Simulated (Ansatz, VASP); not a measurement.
BaS in VASP and in Ansatz

The input INCAR:

```
ALGO = Normal
EDIFF = 1E-7
ENCUT = 520
GGA = PE
ISIF = 2
ISMEAR = 0
LASPH = T
LCHARG = F
LREAL = F
LWAVE = F
NBANDS = 15
NELM = 60
PREC = Accurate
SIGMA = 0.015
```

File KPOINTS:

```
k-points
0
Gamma
  7 7 7
```

Contents of POSCAR:

```
BaS
1.0
    0.0000000000      3.1937500000      3.1937500000
    3.1937500000      0.0000000000      3.1937500000
    3.1937500000      3.1937500000      0.0000000000
Ba S
1 1
Direct
    0.0000000000      0.0000000000      0.0000000000
    0.5000000000      0.5000000000      0.5000000000
```

The input input.yaml:

```yaml
crystal:
  lattice:
    - [0.0, 3.19375, 3.19375]
    - [3.19375, 0.0, 3.19375]
    - [3.19375, 3.19375, 0.0]
  atoms:
    - { symbol: Ba, position: [0.0, 0.0, 0.0] }
    - { symbol: S, position: [0.5, 0.5, 0.5] }
kpoints:
  mp_grid: { grid: [7, 7, 7] }
scf:
  occupations: { method: gaussian, width: 0.015 }
hamiltonian:
  xc: pbe
  pseudopotentials: { kind: all_electron, lapw: { basis_error: 0.001 } }
output:
  forces: true
  stress: true
  eigenvalues: true
```

Alike in both runs: task single point; functional PBE; k mesh 7 × 7 × 7; occupations gaussian, width 0.015 eV; no spin polarisation.

```csv
,VASP,Ansatz
version,VASP 6.6.1,Ansatz 0.2.0
potentials or method,"VASP PAW PBE potentials, release 64 (Ba_sv, S), cutoff 520 eV","all-electron LAPW, scalar-relativistic"
```

|  | VASP | Ansatz | Ansatz less VASP |
| --- | --- | --- | --- |
| gap on the k mesh at the Fermi level (eV) | 2.17 | 2.26 | +0.098 |
| least direct gap on the mesh (eV) | 2.31 | 2.38 | +0.066 |
| pressure (GPa) | 1.4 | 0.8 | -0.59 |

Ansatz ran all-electron here, and VASP with PAW potentials.

Spin-orbit coupling is off throughout.
